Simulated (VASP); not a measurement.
Write the native input for VASP 6.6.1 that does the following.

```
Task                   : single point
Functional             : PBE
Potentials or basis    : VASP PAW PBE potentials, release 64 (Zr_sv, C)
Cutoff                 : 520 eV
k mesh                 : 15 × 15 × 15
Occupations            : fermi-dirac, width 0.05 eV
Spin                   : no spin polarisation
Dipole correction      : no
Further INCAR settings : ALGO = Normal; EDIFF = 1e-07; NBANDS = 15
```

The structure of ZrC lies in POSCAR:

```
ZrC
1.0
    0.0470042000      2.3737121000      2.3737121000
    2.3737121000      0.0470042000      2.3737121000
    2.3737121000      2.3737121000      0.0470042000
Zr C
1 1
Direct
    0.5000000000      0.5000000000      0.5000000000
    0.0000000000      0.0000000000      0.0000000000
```

This cell differs from its parent crystal: equal xy, yz and zx shear strains of +2 %.

These files were run (other wordings do the same):

INCAR

```
ALGO = Normal ; EDIFF = 1E-7
ENCUT = 520 ; GGA = PE
ISIF = 2 ; ISMEAR = -1
LASPH = True ; LCHARG = False
LREAL = False ; LWAVE = False
NBANDS = 15 ; NELM = 60
PREC = Accurate ; SIGMA = 0.05
```

KPOINTS

```
k-points
0
Gamma
  15 15 15
```

Potentials or basis: VASP PAW PBE potentials, release 64 (Zr_sv, C).

Command:

```console
$ cat potpaw_PBE.64/Zr_sv/POTCAR potpaw_PBE.64/C/POTCAR > POTCAR
$ mpirun -np 1 vasp_std > vasp.out
```

It gave:

| Item | Value |
| --- | --- |
| Pressure | 1.5 GPa |
| Band gap on the k mesh | zero (bands 8 and 9 overlap by 1.28 eV) |

Caveat: the cell differs from its parent crystal (equal xy, yz and zx shear strains of +2 %).

It took 2.5 min on 1 thread of Intel(R) Xeon(R) Platinum 8488C (Sapphire Rapids), on a shared host, peak memory 0.26 GiB.
